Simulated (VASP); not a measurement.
A run of VASP 6.6.1:

Contents of INCAR:

```
  PREC = Accurate
  ENCUT = 520
  EDIFF = 1E-6
  ISMEAR = 0
  SIGMA = 0.1
  LREAL = F
  LASPH = T
  NELM = 150
  ALGO = Normal
  ISIF = 2
  LWAVE = F
  LCHARG = T
  ISPIN = 2
  MAGMOM = 7 0 0 0 0
  LORBIT = 11
  LMAXMIX = 6
  GGA = PE
  LELF = T
  LVHAR = T
  NBANDS = 22
```

KPOINTS

```
regular mesh
0
Gamma
  6 6 4
```

File POSCAR:

```
EuH4
1.0
    3.6830866339      0.0000000025      0.0000000000
   -1.8415433191      3.1896465881      0.0000000000
    0.0000000000      0.0000000000      3.8537976417
Eu H
1 4
Direct
    0.0000000000      0.0000000000      0.5000000000
    0.5000000000      0.0000000000      0.0000000000
    0.0000000000      0.5000000000      0.0000000000
    0.5000000000      0.5000000000      0.0000000000
    0.0000000000      0.0000000000      0.0000000000
```

Potentials or basis: VASP PAW PBE potentials, release 64 (Eu, H).

The run is started by

```console
$ cat potpaw_PBE.64/Eu/POTCAR potpaw_PBE.64/H/POTCAR > POTCAR
$ mpirun -np 1 vasp_std > vasp.out
```

Hardware: 1 thread of Oxide Virtual Turin-like Processor (shared host).

**Question.** How long does it take, and how much memory?

**Answer.** It took 62 s on 1 thread of Oxide Virtual Turin-like Processor, with other jobs on the host, peak memory 0.17 GiB. Counts: scf iterations 20, k points 21.
